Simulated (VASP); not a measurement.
# BN in VASP: further runs

BN is run at these levels: PBE+D3(BJ); tasks: single point.

Program: VASP 6.6.1. These are calculated values, not measurements. Logs are shortened: lines on timing, memory, paths and dates and some standing lists are left out, and cuts for length are marked.

**1. The cell of the first run**

The cell holds an amorphous packing of atoms, 10 atoms: a = 5.909 Å, b = 4.438 Å, c = 4.431 Å, α = 70.00°, β = 126.99°, γ = 113.70°.

**2. Single point, PBE+D3(BJ)**

Input file INCAR:

```
SYSTEM = BN
PREC = Accurate
ENCUT = 520
EDIFF = 1E-6
ISMEAR = 0
SIGMA = 0.1
LREAL = .False.
LASPH = .True.
NELM = 60
ALGO = Normal
ISIF = 2
LWAVE = .False.
LCHARG = .False.
GGA = PE
IVDW = 12
ISYM = 0
NBANDS = 31
```

Input file KPOINTS:

```
Automatic mesh
0
Gamma
  2 2 2
  0.5 0.5 0.5
```

Input file POSCAR:

```
BN
1.0
    5.6431428220     -0.9239899069     -1.4872998825
   -1.0128709565      4.2813029714      0.5845671372
   -1.6132769214      0.6324077634      4.0782248582
B N
5 5
Direct
    0.4049108749      0.7142909120      0.1120713718
    0.7677329067      0.4448524252      0.2824260994
   -0.0627022980      0.3119664405     -0.0465623324
    0.9371580562     -0.0567999309      0.5843591228
    0.4048107475      0.2520988402      0.6499187576
    0.7172812499      0.3910203998      0.9340745300
    0.2528986155      0.4112081410      0.2609525241
    0.8628837266      0.2080875723      0.6141013402
    0.7178653920      0.7429437281      0.2860984259
    0.2528753303      0.9509396292      0.8008200394
```

Potentials or basis: VASP PAW PBE potentials, release 64 (B, N).

Launch:

```
$ cat potpaw_PBE.64/B/POTCAR potpaw_PBE.64/N/POTCAR > POTCAR
$ mpirun -np 1 vasp_std > vasp.out
```

OUTCAR:

```text
SYSTEM = BN
   PREC = Accurate
   ENCUT = 520
   EDIFF = 1E-6
   ISMEAR = 0
   LREAL = .False.
   LASPH = .True.
   NELM = 60
   ISIF = 2
   GGA = PE
   IVDW = 12
   ISYM = 0
 IVDW          = 12

 ion  position               nearest neighbor table
   1  0.405  0.714  0.112-  10 1.45   7 1.48   9 1.48
   2  0.768  0.445  0.282-   8 1.42   6 1.47   9 1.47
   3  0.937  0.312  0.953-   6 1.43   8 1.48   7 1.49
   4  0.937  0.943  0.584-   9 1.43   8 1.48  10 1.49
   5  0.405  0.252  0.650-   7 1.45  10 1.48   6 1.48
   6  0.717  0.391  0.934-   3 1.43   2 1.47   5 1.48
   7  0.253  0.411  0.261-   5 1.45   1 1.48   3 1.49
   8  0.863  0.208  0.614-   2 1.42   3 1.48   4 1.48
   9  0.718  0.743  0.286-   4 1.43   2 1.47   1 1.48
  10  0.253  0.951  0.801-   1 1.45   5 1.48   4 1.49

IMPORTANT INFORMATION: All symmetrisations will be switched off!
NOSYMM: (Re-)initialisation of all symmetry stuff for point group C_1.

----------------------------------------------------------------------------------------

                                     Primitive cell

  volume of cell :      84.1784

  direct lattice vectors                    reciprocal lattice vectors
     5.643142822 -0.923989907 -1.487299882     0.203026313  0.037867750  0.074441655
    -1.012870957  4.281302971  0.584567137     0.033591259  0.244891532 -0.024687041
    -1.613276921  0.632407763  4.078224858     0.069227342 -0.021292313  0.275891677

  length of vectors
     5.908542900  4.438150679  4.431085646     0.219534076  0.248414341  0.285240259

  position of ions in fractional coordinates (direct lattice)
     0.404910875  0.714290912  0.112071372
     0.767732907  0.444852425  0.282426099
     0.937297702  0.311966441  0.953437668
     0.937158056  0.943200069  0.584359123
     0.404810748  0.252098840  0.649918758
     0.717281250  0.391020400  0.934074530
     0.252898616  0.411208141  0.260952524
     0.862883727  0.208087572  0.614101340
     0.717865392  0.742943728  0.286098426
     0.252875330  0.950939629  0.800820039

  ion indices of the primitive-cell ions
   primitive index   ion index
                 1           1
                 2           2
                 3           3
                 4           4
                 5           5
                 6           6
                 7           7
                 8           8
                 9           9
                10          10

----------------------------------------------------------------------------------------

 KPOINTS: Automatic mesh

Automatic generation of k-mesh.
 Grid dimensions read from file:
 generate k-points for:    2    2    2

 Generating k-lattice:

  Cartesian coordinates                     Fractional coordinates (reciprocal lattice)
     0.101513157  0.018933875  0.037220827     0.500000000  0.000000000  0.000000000
     0.016795629  0.122445766 -0.012343520     0.000000000  0.500000000 -0.000000000
     0.034613671 -0.010646157  0.137945839     0.000000000 -0.000000000  0.500000000

  Length of vectors
     0.109767038  0.124207171  0.142620129

  Shift w.r.t. Gamma in fractional coordinates (k-lattice)
     0.500000000  0.500000000  0.500000000

 Subroutine IBZKPT returns following result:
 ===========================================

 Found      4 irreducible k-points:

 Following reciprocal coordinates:
            Coordinates               Weight
  0.250000  0.250000  0.250000      2.000000
 -0.250000  0.250000  0.250000      2.000000
  0.250000 -0.250000  0.250000      2.000000
 -0.250000 -0.250000  0.250000      2.000000
   k-points           NKPTS =      4   k-points in BZ     NKDIM =      4   number of bands    NBANDS=     31
   number of dos      NEDOS =    301   number of ions     NIONS =     10
   total plane-waves  NPLWV =  62208
   dimension x,y,z NGX =    48 NGY =   36 NGZ =   36
   dimension x,y,z NGXF=    96 NGYF=   72 NGZF=   72
   ions per type =               5   5
   NGX,Y,Z   is equivalent  to a cutoff of  13.51, 13.49, 13.51 a.u.
   NGXF,Y,Z  is equivalent  to a cutoff of  27.01, 26.97, 27.01 a.u.
 SYSTEM =  BN
   PREC   = accura    normal or accurate (medium, high low for compatibility)
   ISTART =      0    job   : 0-new  1-cont  2-samecut
   ICHARG =      2    charge: 1-file 2-atom 10-const
   ISPIN  =      1    spin polarized calculation?
   LNONCOLLINEAR =      F non collinear calculations
   LSORBIT =      F    spin-orbit coupling
   LASPH  =      T    aspherical Exc in radial PAW
   ENCUT  =  520.0 eV  38.22 Ry    6.18 a.u.  10.99  8.25  8.24*2*pi/ulx,y,z
   NELM   =     60;   NELMIN=  2; NELMDL= -5     # of ELM steps
   EDIFF  = 0.1E-05   stopping-criterion for ELM
   LREAL  =      F    real-space projection
   EDIFFG = 0.1E-04   stopping-criterion for IOM
   NSW    =      0    number of steps for IOM
   IBRION =     -1    ionic relax: 0-MD 1-quasi-New 2-CG
   NFREE  =      0    steps in history (QN), initial steepest desc. (CG)
   ISIF   =      2    stress and relaxation
   ISYM   =      0    0-nonsym 1-usesym 2-fastsym
   POTIM  = 0.5000    time-step for ionic-motion
   TEBEG  =    0.0;   TEEND  =   0.0 temperature during run
   PSTRESS=    0.0 pullay stress
   NELECT =      40.0000    total number of electrons
   NUPDOWN=      -1.0000    fix difference up-down
   EMIN   =  10.00;   EMAX   =-10.00  energy-range for DOS
   EFERMI =   0.00;   METHOD = LEGACY
   ISMEAR =     0;   SIGMA  =   0.10  broadening in eV -4-tet -1-fermi 0-gaus
   EFERMI_NEDOS =   21; number of points for ismear=-14 and -15
   IALGO  =     38    algorithm
   IMIX   =      4    mixing-type and parameters
     AMIX     =   0.40;   BMIX     =  1.00
     AMIX_MAG =   1.60;   BMIX_MAG =  1.00
  volume/ion in A,a.u.               =       8.42        56.81
  Fermi-wavevector in a.u.,A,eV,Ry     =   1.277501  2.414127 22.204829  1.632009
  Thomas-Fermi vector in A             =   2.410097
   LORBIT       =      0    0 simple, 1 ext, 2 COOP (PROOUT), +10 PAW based schemes
   GGA     = PE    functional components
   LHFCALC =     F    Hartree Fock is set to
   AEXX    =    0.0000 exact exchange contribution
   IVDW    =    12    specifies the selected vdW correction
   LEPSILON=     F    determine dielectric tensor
   LRPA    =     F    only Hartree local field effects (RPA)
 non-spin polarized calculation
 Gauss-broadening in eV      SIGMA  =   0.10
  energy-cutoff  :      520.00
  volume of cell :       84.18
 maximum number of plane-waves:      2267
 NGX is ok and might be reduce to    48
   NGX = 21   NGY = 17   NGZ = 17

 number of electron      39.9999999 magnetization

 Free energy of the ion-electron system (eV)
  ---------------------------------------------------
  ext. energy  EPLUGINS =         0.00000000
  ---------------------------------------------------
  free energy    TOTEN  =       -84.06531550 eV

  energy without entropy =      -84.06531550  energy(sigma->0) =      -84.06531550

 E-fermi :   4.3160     XC(G=0): -10.5259

 val. band max:        3.7713237789   @ k =  -0.2500   0.2500   0.2500
 cond. band min:       6.9106111805   @ k =   0.2500   0.2500   0.2500
 fundamental gap:      3.1392874016
 Fermi energy:         4.3160118372

 k-point     1 :       0.2500    0.2500    0.2500
  band No.  band energies     occupation
      1     -13.8681      2.00000
      2     -13.4762      2.00000
      3     -12.3606      2.00000
      4     -11.5739      2.00000
      5     -11.2060      2.00000
      6      -5.6437      2.00000
      7      -5.0012      2.00000
      8      -3.9181      2.00000
      9      -3.0518      2.00000
     10      -2.8202      2.00000
     11      -2.3615      2.00000
     12      -2.2915      2.00000
     13      -1.9129      2.00000
     14      -0.7519      2.00000
     15      -0.4736      2.00000
     16       0.6406      2.00000
     17       1.2143      2.00000
     18       2.0614      2.00000
     19       2.7633      2.00000
     20       3.5641      2.00000
     21       6.9106      0.00000
     22       8.0331      0.00000
     23       8.5123      0.00000
     24       9.8334      0.00000
     25      10.4853      0.00000
     26      11.7687      0.00000
     27      12.9291      0.00000
     28      13.5767      0.00000
     29      14.3003      0.00000
     30      14.8111      0.00000
     31      15.3866      0.00000

 k-point     2 :      -0.2500    0.2500    0.2500
  band No.  band energies     occupation
      1     -14.6359      2.00000
      2     -12.3891      2.00000
      3     -12.1967      2.00000
      4     -11.5331      2.00000
      5     -11.2784      2.00000
      6      -5.9122      2.00000
      7      -5.4416      2.00000
      8      -4.6695      2.00000
      9      -4.1464      2.00000
     10      -2.8090      2.00000
     11      -2.1598      2.00000
     12      -1.9246      2.00000
     13      -0.7160      2.00000
     14      -0.3711      2.00000
     15       0.1462      2.00000
     16       0.4086      2.00000
     17       1.4324      2.00000
     18       1.7545      2.00000
     19       2.7405      2.00000
     20       3.7713      2.00000
     21       7.0323      0.00000
     22       7.2501      0.00000
     23       8.7085      0.00000
     24       9.6592      0.00000
     25      10.5929      0.00000
     26      11.5353      0.00000
     27      13.0136      0.00000
     28      13.3217      0.00000
     29      14.1687      0.00000
     30      14.9080      0.00000
     31      15.6924      0.00000

 k-point     3 :       0.2500   -0.2500    0.2500
  band No.  band energies     occupation
      1     -13.7891      2.00000
      2     -12.9062      2.00000
      3     -12.8319      2.00000
      4     -11.8813      2.00000
      5     -11.4293      2.00000
      6      -4.7162      2.00000
      7      -4.5610      2.00000
      8      -4.2240      2.00000
      9      -3.2634      2.00000
     10      -3.1391      2.00000
     11      -2.6963      2.00000
     12      -1.8944      2.00000
     13      -1.5773      2.00000
     14      -1.2360      2.00000
     15      -0.1752      2.00000
     16       0.8299      2.00000
     17       1.5410      2.00000
     18       2.1105      2.00000
     19       2.2820      2.00000
     20       2.5906      2.00000
     21       7.1752      0.00000
     22       8.2558      0.00000
     23       8.2667      0.00000
     24       9.6880      0.00000
     25       9.9827      0.00000
     26      11.3897      0.00000
     27      12.9119      0.00000
     28      13.6750      0.00000
     29      14.1294      0.00000
     30      15.4922      0.00000
     31      15.6978      0.00000

 k-point     4 :      -0.2500   -0.2500    0.2500
  band No.  band energies     occupation
      1     -14.1769      2.00000
      2     -13.2429      2.00000
      3     -11.9327      2.00000
      4     -11.7713      2.00000
      5     -11.3202      2.00000
      6      -5.0122      2.00000
      7      -4.9066      2.00000
      8      -4.1113      2.00000
      9      -3.6510      2.00000
     10      -3.2364      2.00000
     11      -2.8936      2.00000
     12      -2.8197      2.00000
     13      -0.9010      2.00000
     14      -0.1308      2.00000
     15       0.3410      2.00000
     16       0.8763      2.00000
     17       1.0893      2.00000
     18       1.6786      2.00000
     19       2.2586      2.00000
     20       2.3091      2.00000
     21       7.6857      0.00000
     22       8.5528      0.00000
     23       8.5917      0.00000
     24      10.1804      0.00000
     25      10.5440      0.00000
     26      10.9823      0.00000
     27      13.6355      0.00000
     28      14.2571      0.00000
     29      14.3709      0.00000
     30      14.9805      0.00000
     31      15.1268      0.00000

------------------------ aborting loop because EDIFF is reached ----------------------------------------

 Edisp (eV)   -1.53324

 E8    (eV) :    -0.4531

  FORCE on cell =-STRESS in cart. coord.  units (eV):
  Direction    XX          YY          ZZ          XY          YZ          ZX
  --------------------------------------------------------------------------------------
  -------------------------------------------------------------------------------------
  Total       0.11793     0.04360     0.09771    -0.01589    -0.03025    -0.04315
  in kB       2.24456     0.82991     1.85977    -0.30237    -0.57576    -0.82133
  external pressure =        1.64 kB  Pullay stress =        0.00 kB

 VOLUME and BASIS-vectors are now :
 -----------------------------------------------------------------------------
  energy-cutoff  :      520.00
  volume of cell :       84.18
      direct lattice vectors                 reciprocal lattice vectors
     5.643142822 -0.923989907 -1.487299882     0.203026313  0.037867750  0.074441655
    -1.012870957  4.281302971  0.584567137     0.033591259  0.244891532 -0.024687041
    -1.613276921  0.632407763  4.078224858     0.069227342 -0.021292313  0.275891677

 POSITION                                       TOTAL-FORCE (eV/Angst)
 -----------------------------------------------------------------------------------
      1.38068      2.75484      0.27238        -0.007056      0.007504     -0.011775
      3.42622      1.37378      0.26999         0.004692      0.007851     -0.005822
      3.43516      1.07253      2.67666        -0.005322      0.007343     -0.007326
      3.39044      3.54175      1.54068        -0.001330     -0.001297     -0.007847
      0.98056      1.11628      2.19581        -0.002193      0.005055     -0.005556
      2.14475      1.60203      2.97113         0.005488     -0.019021      0.002500
      0.58965      1.69186      0.92847         0.002021     -0.004363      0.007531
      3.66789      0.48195      1.34272         0.002402      0.002824      0.003402
      2.83695      2.69840      0.53339        -0.005721     -0.000584      0.017699
     -0.82811      4.34405      3.44571         0.007019     -0.005312      0.007193
 -----------------------------------------------------------------------------------
    total drift:                               -0.000228      0.000041     -0.000080

  FREE ENERGIE OF THE ION-ELECTRON SYSTEM (eV)
  ---------------------------------------------------
  free  energy   TOTEN  =       -85.5985558830 eV

  energy  without entropy=      -85.5985558830  energy(sigma->0) =      -85.59855588
```

It took 8.4 s on 1 thread of Intel Xeon 6975P-C (Granite Rapids), shared host; peak memory 0.24 GiB.

What came out:

| Quantity | Value |
| --- | --- |
| Free energy | -85.5986 eV |
| Pressure | 0.2 GPa |
| Largest force | 0.020 eV/Å |
| Band gap on the k mesh | 3.14 eV, indirect (least direct gap 3.26 eV) |
| Dispersion energy per atom | -0.153 eV |

Forces on the atoms (eV/Å):
```
B   -0.007  0.008 -0.012
B    0.005  0.008 -0.006
B   -0.005  0.007 -0.007
B   -0.001 -0.001 -0.008
B   -0.002  0.005 -0.006
N    0.005 -0.019  0.003
N    0.002 -0.004  0.008
N    0.002  0.003  0.003
N   -0.006 -0.001  0.018
N    0.007 -0.005  0.007
```

Stress tensor (GPa, compression positive):
```
 0.22 -0.03 -0.08
-0.03  0.08 -0.06
-0.08 -0.06  0.19
```

Caveat: the k points lie up to 0.90 Å⁻¹ apart.

**3. Single point, PBE+D3(BJ)**

This run uses another cell than the first one, of 8.98 Å³/atom, 1.067 times its volume.

Input file INCAR:

```
SYSTEM = BN
PREC = Accurate
ENCUT = 520
EDIFF = 1E-7
ISMEAR = 0
SIGMA = 0.1
LREAL = .False.
LASPH = .True.
NELM = 100
ALGO = Normal
ISIF = 2
LWAVE = .False.
LCHARG = .False.
GGA = PE
IVDW = 12
NBANDS = 31
ISYM = 0
```

KPOINTS is that of step 2.

Input file POSCAR:

```
BN
1.0
    4.8450586769      0.0184264398      0.3714544236
    0.0604422454      4.4848645958     -0.6721615883
    0.4121467313     -0.6753422438      4.2665958169
B N
5 5
Direct
    0.1007462784      0.1894180222      0.4617522255
    0.7007434234      0.5894161237      0.6617534133
    0.3007423285      0.9894160679     -0.1382531081
    0.5007411313     -0.2105831828      0.2617496479
    0.9007494836      0.3894173635      1.0617552246
    0.5006129340      0.7888375663      0.5944621841
    0.7006184489      0.5888421819      0.9944619720
    0.1006157440      0.1888387533      0.7944619364
    0.3006146220     -0.0111601433      0.1944634429
    0.9006168456      0.3888362914      0.3944589478
```

Potentials or basis: VASP PAW PBE potentials, release 64 (B, N).

Launch:

```
$ cat potpaw_PBE.64/B/POTCAR potpaw_PBE.64/N/POTCAR > POTCAR
$ mpirun -np 1 vasp_std > vasp.out
```

Run time: 6.6 s. Hardware: 1 thread of Intel Xeon 6975P-C (Granite Rapids), shared host; peak memory 0.19 GiB.

Results (log left out):

```
Free energy                : -89.4202 eV
Pressure                   : 0.0 GPa
Largest force              : 0.027 eV/Å
Band gap on the k mesh     : 4.62 eV
Dispersion energy per atom : -0.142 eV
```

Forces on the atoms (eV/Å):
```
B    0.016 -0.015 -0.014
B    0.017 -0.015 -0.014
B    0.017 -0.015 -0.013
B    0.017 -0.015 -0.013
B    0.016 -0.015 -0.015
N   -0.016  0.015  0.013
N   -0.016  0.015  0.014
N   -0.016  0.015  0.014
N   -0.017  0.015  0.013
N   -0.017  0.015  0.015
```

Stress tensor (GPa, compression positive):
```
 0.01 -0.19 -0.01
-0.19 -0.08 -0.12
-0.01 -0.12  0.16
```

Levels at points of the mesh, in eV from the valence-band top:
| k point | band 16 | band 17 | band 18 | band 19 | band 20 | band 21 | band 22 | band 23 | band 24 | band 25 |
| --- | --- | --- | --- | --- | --- | --- | --- | --- | --- | --- |
| (0.25, 0.25, 0.25) | -2.47 | -1.82 | -1.23 | -1.14 | -1.06 | 5.72 | 5.75 | 6.44 | 7.19 | 8.44 |

Caveat: the k points lie up to 0.77 Å⁻¹ apart.
